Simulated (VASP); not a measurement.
# NbAs (I4_1md) in VASP: a series of runs

The runs below take NbAs through single point, with RPBE+D4, PBEsol.

Everything below comes from runs of VASP 6.6.1. Logs are shortened: lines on timing, memory, paths and dates and some standing lists are left out, and cuts for length are marked.

## (1) The cell of the first run

It takes space group I4_1md (No. 109, tetragonal). Conventional cell: a = 3.450 Å, b = 3.450 Å, c = 11.565 Å, α = 90.00°, β = 90.00°, γ = 90.00°. Within 3.5 Å of Nb (site symmetry 2mm) lie 6 As at 2.61 Å and 8 Nb at 3.37 to 3.45 Å. As (site symmetry 2mm) has 6 Nb at 2.61 Å and 8 As at 3.37 to 3.45 Å within 3.5 Å.

## (2) Single point, RPBE+D4

The input, INCAR:

```
SYSTEM = NbAs
PREC = Accurate
ENCUT = 520
EDIFF = 1E-6
ISMEAR = -1
SIGMA = 0.05
LREAL = .FALSE.
LASPH = .TRUE.
NELM = 80
ALGO = Normal
ISIF = 2
LWAVE = .FALSE.
LCHARG = .FALSE.
GGA = RP
IVDW = 13
NBANDS = 26
```

The input, KPOINTS:

```
regular mesh
0
G
  11 11 11
  0 0 0
```

The input, POSCAR:

```
NbAs
1.0
   -1.7248506880      1.7248506880      5.7825514654
    1.7248506880     -1.7248506880      5.7825514654
    1.7248506880      1.7248506880     -5.7825514654
Nb As
2 2
Direct
    0.4985263186     -0.0014736814      0.5000000000
    0.7485263186      0.7485263186      0.0000000000
    0.9174736814      0.4174736814      0.5000000000
    0.1674736814      0.1674736814      0.0000000000
```

Potentials or basis: VASP PAW PBE potentials, release 64 (Nb_sv, As).

Command:

```sh
$ cat potpaw_PBE.64/Nb_sv/POTCAR potpaw_PBE.64/As/POTCAR > POTCAR
$ mpirun -np 1 vasp_std > vasp.out
```

OUTCAR:

```text
SYSTEM = NbAs
   PREC = Accurate
   ENCUT = 520
   EDIFF = 1E-6
   ISMEAR = -1
   LREAL = .FALSE.
   LASPH = .TRUE.
   NELM = 80
   ISIF = 2
   GGA = RP
   IVDW = 13

 ion  position               nearest neighbor table
   1  0.499  0.999  0.500-   4 2.61   4 2.61   3 2.61   3 2.61   3 2.61   3 2.61
   2  0.749  0.749  0.000-   3 2.61   3 2.61   4 2.61   4 2.61   4 2.61   4 2.61
   3  0.917  0.417  0.500-   2 2.61   2 2.61   1 2.61   1 2.61   1 2.61   1 2.61
   4  0.167  0.167  0.000-   1 2.61   1 2.61   2 2.61   2 2.61   2 2.61   2 2.61

  LATTYP: Found a body centered tetragonal cell.
 ALAT       =     3.4497013760
 C/A-ratio  =     3.3524939322

  Lattice vectors:

 A1 = (  -1.7248506880,   1.7248506880,   5.7825514654)
 A2 = (   1.7248506880,  -1.7248506880,   5.7825514654)
 A3 = (   1.7248506880,   1.7248506880,  -5.7825514654)

Analysis of symmetry for initial positions (statically):
=====================================================================
 Subroutine PRICEL returns:
 Original cell was already a primitive cell.

 Routine SETGRP: Setting up the symmetry group for a
 body centered tetragonal supercell.

 Subroutine GETGRP returns: Found  8 space group operations
 (whereof  4 operations were pure point group operations)
 out of a pool of 16 trial point group operations.

The static configuration has the point symmetry C_2v.
 The point group associated with its full space group is C_4v.

Analysis of symmetry for dynamics (positions and initial velocities):
=====================================================================
 Subroutine PRICEL returns:
 Original cell was already a primitive cell.

 Routine SETGRP: Setting up the symmetry group for a
 body centered tetragonal supercell.

 Subroutine GETGRP returns: Found  8 space group operations
 (whereof  4 operations were pure point group operations)
 out of a pool of 16 trial point group operations.

The dynamic configuration has the point symmetry C_2v.
 The point group associated with its full space group is C_4v.

 Subroutine INISYM returns: Found  8 space group operations
 (whereof  4 operations are pure point group operations),
 and found     1 'primitive' translations

----------------------------------------------------------------------------------------

                                     Primitive cell

  volume of cell :      68.8149

  direct lattice vectors                    reciprocal lattice vectors
    -1.724850688  1.724850688  5.782551465     0.000000000  0.289880164  0.086467021
     1.724850688 -1.724850688  5.782551465     0.289880164  0.000000000  0.086467021
     1.724850688  1.724850688 -5.782551465     0.289880164  0.289880164  0.000000000

  length of vectors
     6.275995637  6.275995637  6.275995637     0.302501331  0.302501331  0.409952459

  position of ions in fractional coordinates (direct lattice)
     0.498526319  0.998526319  0.500000000
     0.748526319  0.748526319  0.000000000
     0.917473681  0.417473681  0.500000000
     0.167473681  0.167473681  0.000000000

  ion indices of the primitive-cell ions
   primitive index   ion index
                 1           1
                 2           2
                 3           3
                 4           4

----------------------------------------------------------------------------------------

 KPOINTS: regular mesh

Automatic generation of k-mesh.
 Grid dimensions read from file:
 generate k-points for:   11   11   11

 Generating k-lattice:

  Cartesian coordinates                     Fractional coordinates (reciprocal lattice)
     0.000000000  0.026352742  0.007860638     0.090909091  0.000000000 -0.000000000
     0.026352742  0.000000000  0.007860638     0.000000000  0.090909091 -0.000000000
     0.026352742  0.026352742  0.000000000     0.000000000  0.000000000  0.090909091

  Length of vectors
     0.027500121  0.027500121  0.037268405

  Shift w.r.t. Gamma in fractional coordinates (k-lattice)
     0.000000000  0.000000000  0.000000000

 Subroutine IBZKPT returns following result:
 ===========================================

 Found    126 irreducible k-points:

 Following reciprocal coordinates:
            Coordinates               Weight
  0.000000  0.000000  0.000000      1.000000
  0.090909  0.000000 -0.000000      8.000000
  0.181818  0.000000 -0.000000      8.000000
  0.272727  0.000000 -0.000000      8.000000
  0.363636  0.000000  0.000000      8.000000
  0.454545 -0.000000  0.000000      8.000000
[... 16 lines left out ...]
 -0.272727  0.181818  0.000000     16.000000
 -0.181818  0.181818  0.000000      4.000000
 [... further k-points ...]
   k-points           NKPTS =    126   k-points in BZ     NKDIM =    126   number of bands    NBANDS=     26
   number of dos      NEDOS =    301   number of ions     NIONS =      4
   total plane-waves  NPLWV = 110592
   dimension x,y,z NGX =    48 NGY =   48 NGZ =   48
   dimension x,y,z NGXF=    96 NGYF=   96 NGZF=   96
   ions per type =               2   2
   NGX,Y,Z   is equivalent  to a cutoff of  12.71, 12.71, 12.71 a.u.
   NGXF,Y,Z  is equivalent  to a cutoff of  25.43, 25.43, 25.43 a.u.
 SYSTEM =  NbAs
   PREC   = accura    normal or accurate (medium, high low for compatibility)
   ISTART =      0    job   : 0-new  1-cont  2-samecut
   ICHARG =      2    charge: 1-file 2-atom 10-const
   ISPIN  =      1    spin polarized calculation?
   LNONCOLLINEAR =      F non collinear calculations
   LSORBIT =      F    spin-orbit coupling
   LASPH  =      T    aspherical Exc in radial PAW
   ENCUT  =  520.0 eV  38.22 Ry    6.18 a.u.  11.67 11.67 11.67*2*pi/ulx,y,z
   NELM   =     80;   NELMIN=  2; NELMDL= -5     # of ELM steps
   EDIFF  = 0.1E-05   stopping-criterion for ELM
   LREAL  =      F    real-space projection
   EDIFFG = 0.1E-04   stopping-criterion for IOM
   NSW    =      0    number of steps for IOM
   IBRION =     -1    ionic relax: 0-MD 1-quasi-New 2-CG
   NFREE  =      0    steps in history (QN), initial steepest desc. (CG)
   ISIF   =      2    stress and relaxation
   ISYM   =      2    0-nonsym 1-usesym 2-fastsym
   POTIM  = 0.5000    time-step for ionic-motion
   TEBEG  =    0.0;   TEEND  =   0.0 temperature during run
   PSTRESS=    0.0 pullay stress
   NELECT =      36.0000    total number of electrons
   NUPDOWN=      -1.0000    fix difference up-down
   EMIN   =  10.00;   EMAX   =-10.00  energy-range for DOS
   EFERMI =   0.00;   METHOD = LEGACY
   ISMEAR =    -1;   SIGMA  =   0.05  broadening in eV -4-tet -1-fermi 0-gaus
   EFERMI_NEDOS =   21; number of points for ismear=-14 and -15
   IALGO  =     38    algorithm
   IMIX   =      4    mixing-type and parameters
     AMIX     =   0.40;   BMIX     =  1.00
     AMIX_MAG =   1.60;   BMIX_MAG =  1.00
  volume/ion in A,a.u.               =      17.20       116.10
  Fermi-wavevector in a.u.,A,eV,Ry     =   1.319111  2.492759 23.674886  1.740055
  Thomas-Fermi vector in A             =   2.449033
   LORBIT       =      0    0 simple, 1 ext, 2 COOP (PROOUT), +10 PAW based schemes
   GGA     = RP    functional components
   LHFCALC =     F    Hartree Fock is set to
   AEXX    =    0.0000 exact exchange contribution
   IVDW    =    13    specifies the selected vdW correction
   LEPSILON=     F    determine dielectric tensor
   LRPA    =     F    only Hartree local field effects (RPA)
 non-spin polarized calculation
  energy-cutoff  :      520.00
  volume of cell :       68.81
 maximum number of plane-waves:      1874
   NGX = 23   NGY = 23   NGZ = 23

 number of electron      36.0000001 magnetization

 Free energy of the ion-electron system (eV)
  ---------------------------------------------------
  ext. energy  EPLUGINS =         0.00000000
  ---------------------------------------------------
  free energy    TOTEN  =       -30.58995492 eV

  energy without entropy =      -30.58406319  energy(sigma->0) =      -30.58700906

 E-fermi :   9.8684     XC(G=0): -11.8553

 val. band max:        9.8368014665   @ k =  -0.0909   0.4545   0.0909
 cond. band min:       9.8998383343   @ k =  -0.1818   0.2727   0.1818
 fundamental gap:      0.0630368678
 Fermi energy:         9.8684254831

 k-point     1 :       0.0000    0.0000    0.0000
  band No.  band energies     occupation
      1     -45.2475      2.00000
      2     -45.2162      2.00000
      3     -21.4727      2.00000
      4     -21.3641      2.00000
      5     -21.3641      2.00000
      6     -21.2109      2.00000
[... 18 lines left out ...]
     25      13.8013      0.00000
     26      13.8013      0.00000

 k-point     2 :       0.0909    0.0000   -0.0000
  band No.  band energies     occupation
      1     -45.2461      2.00000
      2     -45.2158      2.00000
      3     -21.4671      2.00000
      4     -21.3803      2.00000
      5     -21.3626      2.00000
      6     -21.2271      2.00000
[... 18 lines left out ...]
     25      14.0335      0.00000
     26      14.1478      0.00000

 k-point     3 :       0.1818    0.0000   -0.0000
  band No.  band energies     occupation
      1     -45.2422      2.00000
      2     -45.2146      2.00000
      3     -21.4611      2.00000
      4     -21.4138      2.00000
      5     -21.3584      2.00000
      6     -21.2682      2.00000
[... 18 lines left out ...]
     25      14.3099      0.00000
     26      14.9344      0.00000

 k-point     4 :       0.2727    0.0000   -0.0000
  band No.  band energies     occupation
      1     -45.2368      2.00000
      2     -45.2133      2.00000
      3     -21.5015      2.00000
      4     -21.4099      2.00000
      5     -21.3529      2.00000
      6     -21.3164      2.00000
[... 18 lines left out ...]
     25      14.3695      0.00000
     26      15.7140      0.00000
[... 496 lines left out ...]
      1     -45.2278      2.00000
      2     -45.2091      2.00000
      3     -21.5428      2.00000
      4     -21.4204      2.00000
      5     -21.3809      2.00000
      6     -21.3377      2.00000
[... 18 lines left out ...]
     25      14.2078      0.00000
     26      15.9109      0.00000

 k-point    23 :      -0.2727    0.1818    0.0000
  band No.  band energies     occupation
      1     -45.2330      2.00000
      2     -45.2100      2.00000
      3     -21.4914      2.00000
      4     -21.4291      2.00000
      5     -21.3838      2.00000
      6     -21.3117      2.00000
[... 18 lines left out ...]
     25      14.1593      0.00000
     26      15.5025      0.00000

 k-point    24 :      -0.1818    0.1818    0.0000
  band No.  band energies     occupation
      1     -45.2380      2.00000
      2     -45.2118      2.00000
      3     -21.4553      2.00000
      4     -21.4252      2.00000
      5     -21.3924      2.00000
      6     -21.2677      2.00000
[... 18 lines left out ...]
     25      13.6957      0.00000
     26      15.1559      0.00000

 [... further k-points ...]

------------------------ aborting loop because EDIFF is reached ----------------------------------------

  DFT-D4 for vdW energy calculation

  Edisp (eV):   -3.36851

  FORCE on cell =-STRESS in cart. coord.  units (eV):
  Direction    XX          YY          ZZ          XY          YZ          ZX
  --------------------------------------------------------------------------------------
  -------------------------------------------------------------------------------------
  Total      -0.03027    -0.03027    -0.04290     0.00000     0.00000     0.00000
  in kB      -0.70481    -0.70481    -0.99889     0.00000     0.00000     0.00000
  external pressure =       -0.80 kB  Pullay stress =        0.00 kB

 VOLUME and BASIS-vectors are now :
 -----------------------------------------------------------------------------
  energy-cutoff  :      520.00
  volume of cell :       68.81
      direct lattice vectors                 reciprocal lattice vectors
    -1.724850688  1.724850688  5.782551465     0.000000000  0.289880164  0.086467021
     1.724850688 -1.724850688  5.782551465     0.289880164  0.000000000  0.086467021
     1.724850688  1.724850688 -5.782551465     0.289880164  0.289880164  0.000000000

 POSITION                                       TOTAL-FORCE (eV/Angst)
 -----------------------------------------------------------------------------------
      1.72485      0.00000      5.76551         0.000000      0.000000      0.007613
      0.00000      0.00000      8.65678        -0.000000     -0.000000      0.007613
     -0.00000      1.72485      4.82813        -0.000000      0.000000     -0.007613
      0.00000      0.00000      1.93685         0.000000     -0.000000     -0.007613
 -----------------------------------------------------------------------------------
    total drift:                                0.000000      0.000000     -0.000291

  FREE ENERGIE OF THE ION-ELECTRON SYSTEM (eV)
  ---------------------------------------------------
  free  energy   TOTEN  =       -33.9584687284 eV

  energy  without entropy=      -33.9525770032  energy(sigma->0) =      -33.95552287
```

It took 14 min on 1 thread of Intel Xeon 8259CL, shared host; peak memory 0.45 GiB.

What came out:

- Free energy: -33.9585 eV
- Pressure: -0.1 GPa
- Largest force: 0.008 eV/Å
- Band gap on the k mesh: 0.06 eV (least direct gap 0.08 eV)
- Dispersion energy per atom: -0.842 eV

Forces on the atoms (eV/Å):
```
Nb   0.000  0.000  0.008
Nb   0.000  0.000  0.008
As   0.000  0.000 -0.008
As   0.000  0.000 -0.008
```

Caveat: the PAW data sets were made with another functional, which shifts forces and pressure a little; an odd mesh through Γ misses points on the zone boundary, where band edges can lie.

## (3) Single point, PBEsol

This run uses another cell than the first one, of 17.39 Å³/atom.

Changes to INCAR since step 2:

```diff
@@ -12,5 +12,6 @@
 LWAVE = .FALSE.
-LCHARG = .FALSE.
-GGA = RP
-IVDW = 13
+LCHARG = .TRUE.
+GGA = PS
+LELF = .TRUE.
+LVHAR = .TRUE.
 NBANDS = 26
```

The input, KPOINTS:

```
Automatic mesh
0
G
  8 8 8
  0 0 0
```

The input, POSCAR:

```
NbAs
1.0
   -1.7258500000      1.7258500000      5.8400000000
    1.7258500000     -1.7258500000      5.8400000000
    1.7258500000      1.7258500000     -5.8400000000
Nb As
2 2
Direct
    0.5000000000      0.0000000000      0.5000000000
    0.7500000000      0.7500000000      0.0000000000
    0.9160000000      0.4160000000      0.5000000000
    0.1660000000      0.1660000000      0.0000000000
```

Potentials or basis: VASP PAW PBE potentials, release 64 (Nb_sv, As).

Command:

```sh
$ cat potpaw_PBE.64/Nb_sv/POTCAR potpaw_PBE.64/As/POTCAR > POTCAR
$ mpirun -np 1 vasp_std > vasp.out
```

It took 8.8 min on 1 thread of AMD EPYC, shared host; peak memory 0.33 GiB.

It converged, with:

```yaml
Free_energy: -35.0999 eV
Pressure: -2.2 GPa
Largest_force: 0.289 eV/Å
Band_gap_on_the_k_mesh: zero (bands 18 and 19 overlap by 0.03 eV)
```

Forces on the atoms (eV/Å):
```
Nb   0.000  0.000 -0.289
Nb   0.000  0.000 -0.289
As   0.000  0.000  0.289
As   0.000  0.000  0.289
```

Stress tensor (GPa, compression positive):
```
-2.53  0.00  0.00
 0.00 -2.53  0.00
 0.00  0.00 -1.40
```

Levels at points of the mesh, in eV from the Fermi level:
| k point | band 16 | band 17 | band 18 | band 19 | band 20 | band 21 |
| --- | --- | --- | --- | --- | --- | --- |
| (0.00, 0.00, 0.00) | -1.69 | -1.39 | -1.39 | 0.72 | 1.30 | 2.40 |
| (0.50, 0.00, 0.00) | -1.89 | -1.42 | -0.06 | 0.04 | 1.16 | 2.13 |
| (0.50, 0.50, 0.00) | -2.81 | -0.61 | -0.61 | 2.41 | 2.41 | 2.70 |
| (0.50, 0.50, 0.50) | -2.54 | -0.52 | -0.52 | 0.99 | 0.99 | 1.91 |

Caveat: the PAW data sets were made with another functional, which shifts forces and pressure a little.

## (4) Single point, PBEsol

This run uses another cell than the first one, of 17.15 Å³/atom.

The input, INCAR:

```
SYSTEM = NbAs
  ALGO = Normal
  EDIFF = 1E-6
  ENCUT = 520
  GGA = PS
  ISIF = 2
  ISMEAR = -1
  LASPH = .TRUE.
  LCHARG = .FALSE.
  LREAL = .FALSE.
  LWAVE = .FALSE.
  NBANDS = 26
  NELM = 100
  PREC = Accurate
  SIGMA = 0.05
```

The input, KPOINTS:

```
k-points
0
G
  11 11 11
  0 0 0
```

The input, POSCAR:

```
NbAs
1.0
   -1.7198421721      1.7198421721      5.7968806920
    1.7198421721     -1.7198421721      5.7968806920
    1.7198421721      1.7198421721     -5.7968806920
Nb As
2 2
Direct
    0.4987575405     -0.0012424595      0.5000000000
    0.7487575405      0.7487575405      0.0000000000
    0.9172424595      0.4172424595      0.5000000000
    0.1672424595      0.1672424595      0.0000000000
```

Command:

```sh
$ cat potpaw_PBE.64/Nb_sv/POTCAR potpaw_PBE.64/As/POTCAR > POTCAR
$ mpirun -np 1 vasp_std > vasp.out
```

Run time: 9.1 min. Hardware: 1 thread of Intel Xeon Platinum 8259CL at 2.50GHz (Skylake/Cascade Lake), shared host; peak memory 0.45 GiB.

It converged, with:

- Free energy: -35.1238 eV
- Pressure: 0.1 GPa
- Largest force: 0.007 eV/Å
- Band gap on the k mesh: 0.06 eV (least direct gap 0.09 eV)

Forces on the atoms (eV/Å):
```
Nb   0.000  0.000 -0.007
Nb   0.000  0.000 -0.007
As   0.000  0.000  0.007
As   0.000  0.000  0.007
```

Levels at points of the mesh, in eV from the valence-band top:
```tsv
k point	band 15	band 16	band 17	band 18	band 19	band 20	band 21	band 22
(0.00, 0.00, 0.00)	-2.08	-1.69	-1.36	-1.36	0.73	1.32	2.54	3.07
```

Caveat: the PAW data sets were made with another functional, which shifts forces and pressure a little; an odd mesh through Γ misses points on the zone boundary, where band edges can lie.

## (5) The runs side by side

| level | cell | k mesh | gap on the mesh (eV) | pressure (GPa) | largest force (eV/Å) |
| --- | --- | --- | --- | --- | --- |
| RPBE+D4 | a = 6.276 Å, angles 148.1, 148.1, 45.7°, 4 atoms, atomic positions A | 11 × 11 × 11 | 0.06 | -0.1 | 0.01 |
| PBEsol | a = 6.330 Å, angles 148.4, 148.4, 45.4°, 4 atoms, atomic positions B | 8 × 8 × 8 | none | -2.2 | 0.29 |
| PBEsol | a = 6.286 Å, angles 148.2, 148.2, 45.5°, 4 atoms, atomic positions A | 11 × 11 × 11 | 0.06 | 0.1 | 0.01 |

Alike in all rows: task single point; potentials or basis VASP PAW PBE potentials, release 64 (Nb_sv, As); no spin polarisation; cutoff (eV) 520; smearing fermi-dirac 0.05 eV.

Caveats: the PAW data sets were made with another functional, which shifts forces and pressure a little; an odd mesh through Γ misses points on the zone boundary, where band edges can lie (at least some runs).

Total energies depend on the potentials used, so only differences within one code and one set of settings carry meaning.
